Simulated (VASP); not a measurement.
# LiCl (Fm-3m) in VASP: notebook, part 2 of 2

VASP 6.6.1. The steps go on from the part before.

**4. Single point, PBE-based global hybrid with 5 % exact exchange**

Contents of POSCAR:

```
LiCl
1.0
    0.0000000000      2.5560252063      2.5560252063
    2.5560252063      0.0000000000      2.5560252063
    2.5560252063      2.5560252063      0.0000000000
Li Cl
1 1
Direct
    0.0000000000      0.0000000000      0.0000000000
    0.5000000000      0.5000000000      0.5000000000
```

Contents of INCAR.step1:

```
SYSTEM = LiCl
PREC     = Accurate       ! precision mode
ENCUT    = 520            ! plane-wave cutoff, eV
EDIFF    = 1E-5           ! SCF threshold, eV
ISMEAR   = 0              ! smearing method
SIGMA    = 0.01           ! smearing width, eV
LREAL    = .FALSE.        ! projectors in reciprocal space
LASPH    = .TRUE.         ! aspherical terms in the spheres
NELM     = 100            ! most SCF steps
ALGO     = Normal         ! electronic algorithm
ISIF     = 2              ! what is computed and relaxed
LWAVE    = .TRUE.         ! write WAVECAR
LCHARG   = .FALSE.        ! write CHGCAR
NBANDS   = 12             ! bands
GGA      = PE             ! functional
```

Contents of INCAR.step2:

```
SYSTEM = LiCl
PREC     = Accurate       ! precision mode
ENCUT    = 520            ! plane-wave cutoff, eV
EDIFF    = 1E-7           ! SCF threshold, eV
ISMEAR   = 0              ! smearing method
SIGMA    = 0.01           ! smearing width, eV
LREAL    = .FALSE.        ! projectors in reciprocal space
LASPH    = .TRUE.         ! aspherical terms in the spheres
NELM     = 100            ! most SCF steps
ALGO     = Normal         ! electronic algorithm
ISIF     = 2              ! what is computed and relaxed
LWAVE    = .FALSE.        ! write WAVECAR
LCHARG   = .FALSE.        ! write CHGCAR
GGA      = PE             ! functional
LHFCALC  = .TRUE.         ! exact exchange
AEXX     = 0.05           ! exact-exchange fraction
PRECFOCK = Normal       
NBANDS   = 12             ! bands
ISTART   = 1
```

Contents of KPOINTS:

```
Automatic mesh
0
G
  4 4 4
  0 0 0
```

Potentials or basis: VASP PAW PBE potentials, release 64 (Li_sv, Cl).

Launch:

```bash
$ cat potpaw_PBE.64/Li_sv/POTCAR potpaw_PBE.64/Cl/POTCAR > POTCAR
$ cp INCAR.step1 INCAR
$ mpirun -np 1 vasp_std > vasp.out
$ cp INCAR.step2 INCAR
$ mpirun -np 1 vasp_std > vasp.out
```

OUTCAR:

```text
SYSTEM = LiCl
   PREC = Accurate
   ENCUT = 520
   EDIFF = 1E-7
   ISMEAR = 0
   LREAL = .FALSE.
   LASPH = .TRUE.
   NELM = 100
   ISIF = 2
   GGA = PE
   LHFCALC = .TRUE.
   AEXX = 0.05
   PRECFOCK = Normal
   ISTART = 1

 ion  position               nearest neighbor table
   1  0.000  0.000  0.000-   2 2.56   2 2.56   2 2.56   2 2.56   2 2.56   2 2.56
   2  0.500  0.500  0.500-   1 2.56   1 2.56   1 2.56   1 2.56   1 2.56   1 2.56

  LATTYP: Found a face centered cubic cell.
 ALAT       =     5.1120504126

  Lattice vectors:

 A1 = (   0.0000000000,   2.5560252063,   2.5560252063)
 A2 = (   2.5560252063,   0.0000000000,   2.5560252063)
 A3 = (   2.5560252063,   2.5560252063,   0.0000000000)

Analysis of symmetry for initial positions (statically):
=====================================================================
 Subroutine PRICEL returns:
 Original cell was already a primitive cell.

 Routine SETGRP: Setting up the symmetry group for a
 face centered cubic supercell.

 Subroutine GETGRP returns: Found 48 space group operations
 (whereof 48 operations were pure point group operations)
 out of a pool of 48 trial point group operations.
[... 166 lines left out ...]
      3       0.3894      2.00000
      4       0.3894      2.00000
      5       0.3894      2.00000
      6       7.2138      0.00000
      7      12.7948      0.00000
      8      12.7948      0.00000
      9      12.7948      0.00000
     10      15.4701      0.00000
     11      15.4702      0.00000
     12      15.4721      0.00000
[... 91 lines left out ...]
 k-point     8 :      -0.2500    0.5000    0.2500
  band No.  band energies     occupation
      1     -43.6743      2.00000
      2     -12.4609      2.00000
      3      -1.8028      2.00000
      4      -1.8028      2.00000
      5      -0.7053      2.00000
      6      10.4411      0.00000
      7      11.0224      0.00000
      8      11.3161      0.00000
      9      11.3161      0.00000
     10      16.9153      0.00000
     11      16.9153      0.00000
     12      19.6551      0.00000

------------------------ aborting loop because EDIFF is reached ----------------------------------------

  FORCE on cell =-STRESS in cart. coord.  units (eV):
  Direction    XX          YY          ZZ          XY          YZ          ZX
  --------------------------------------------------------------------------------------
  -------------------------------------------------------------------------------------
  Total        0.1193252      0.1193252      0.1193252     -0.0000000      0.0000000      0.0000000
  in kB        5.7242331      5.7242331      5.7242331     -0.0000000      0.0000000      0.0000000
  external PRESSURE =       5.7242331 kB  Pullay stress =       0.0000000 kB

 VOLUME and BASIS-vectors are now :
 -----------------------------------------------------------------------------
  energy-cutoff  :      520.00
  volume of cell :       33.40
      direct lattice vectors                 reciprocal lattice vectors
     0.000000000  2.556025206  2.556025206    -0.195616224  0.195616224  0.195616224
     2.556025206  0.000000000  2.556025206     0.195616224 -0.195616224  0.195616224
     2.556025206  2.556025206  0.000000000     0.195616224  0.195616224 -0.195616224

 POSITION                                       TOTAL-FORCE (eV/Angst)
 -----------------------------------------------------------------------------------
      0.00000      0.00000      0.00000        -0.000000      0.000000     -0.000000
      2.55603      2.55603      2.55603         0.000000     -0.000000      0.000000
 -----------------------------------------------------------------------------------
    total drift:                               -0.000000      0.000000      0.000000

  FREE ENERGIE OF THE ION-ELECTRON SYSTEM (eV)
  ---------------------------------------------------
  free  energy   TOTEN  =        -7.6991899044 eV

  energy  without entropy=       -7.6991899044  energy(sigma->0) =       -7.69918990
```

Run time: 3.2 min. Hardware: 1 thread of AMD EPYC, shared host; peak memory 0.12 GiB.

Results:

| Property | Result |
| --- | --- |
| Free energy | -7.6992 eV |
| Band gap on the k mesh | 6.82 eV |

Caveat: the k points lie up to 0.53 Å⁻¹ apart; the cutoff is under 1.25 times the usual one of these potentials, so pressure, stress and relaxed cells hold a basis-set (Pulay) error; the PAW data sets were made with another functional, which shifts forces and pressure a little.

**5. The runs side by side**

| level | k mesh | cutoff (eV) | grid for exact exchange (PRECFOCK) | share of exact exchange | screening parameter | gap on the mesh (eV) |
| --- | --- | --- | --- | --- | --- | --- |
| PBE | 6 × 6 × 6, shifted | 750 | - | - | - | 6.64 |
| HSE06 | 4 × 4 × 4 | 520 | Normal | 0.25 | 0.2079 1/Å | 7.80 |
| PBE-based global hybrid with 5 % exact exchange | 4 × 4 × 4 | 520 | Normal | 0.05 | - | 6.82 |

Alike in all rows: task single point; potentials or basis VASP PAW PBE potentials, release 64 (Li_sv, Cl); no spin polarisation; cell as given; smearing gaussian 0.01 eV.

Caveats: some runs use coarse meshes; the cutoff is under 1.25 times the usual one of these potentials, so pressure, stress and relaxed cells hold a basis-set (Pulay) error (at least some runs); the PAW data sets were made with another functional, which shifts forces and pressure a little (at least some runs); a shifted mesh leaves out Γ, where band edges can lie (at least some runs).

Total energies depend on the potentials used, so only differences within one code and one set of settings carry meaning.
